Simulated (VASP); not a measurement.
Set up this calculation in VASP 6.6.1, as the native input.

```
Task                   : single point
Functional             : PBE
Potentials or basis    : VASP PAW PBE potentials, release 64 (Al, Ru_pv)
Cutoff                 : 520 eV
k mesh                 : 24 × 24 × 14
Occupations            : gaussian, width 0.1 eV
Spin                   : no spin polarisation
Dipole correction      : no
Further INCAR settings : ALGO = Fast; EDIFF = 1e-06; NBANDS = 16
```

The structure of AlRu lies in POSCAR:

```
AlRu
1.0
    2.8959533469      0.0000000000      0.0000000000
   -1.4479766734      2.5079691666      0.0000000000
    0.0000000000      0.0000000000      3.8893966407
Al Ru
1 1
Direct
    0.0000000000      0.0000000000      0.0000000000
    0.6666666667      0.3333333333      0.5000000000
```

The cell was built from a structure type or drawn by symmetry, and may not be a known phase.

The input as run:

INCAR

```
SYSTEM = AlRu
PREC = Accurate
ENCUT = 520
EDIFF = 1E-6
ISMEAR = 0
SIGMA = 0.1
LREAL = .False.
LASPH = .True.
NELM = 80
ALGO = Fast
ISIF = 2
LWAVE = .False.
LCHARG = .False.
GGA = PE
NBANDS = 16
```

KPOINTS

```
regular mesh
0
Gamma
  24 24 14
  0 0 0
```

Potentials or basis: VASP PAW PBE potentials, release 64 (Al, Ru_pv).

Run with:

```bash
$ cat potpaw_PBE.64/Al/POTCAR potpaw_PBE.64/Ru_pv/POTCAR > POTCAR
$ mpirun -np 1 vasp_std > vasp.out
```

It gave:

```json
{"Pressure": "-0.1 GPa", "Band gap on the k mesh": "zero (an odd number of electrons rules out a gap without spin polarisation)"}
```

Wall time 110 s on 1 thread of AMD EPYC 9R45 96-Core Processor (Zen 5), with other jobs on the host, peak memory 0.3 GiB.
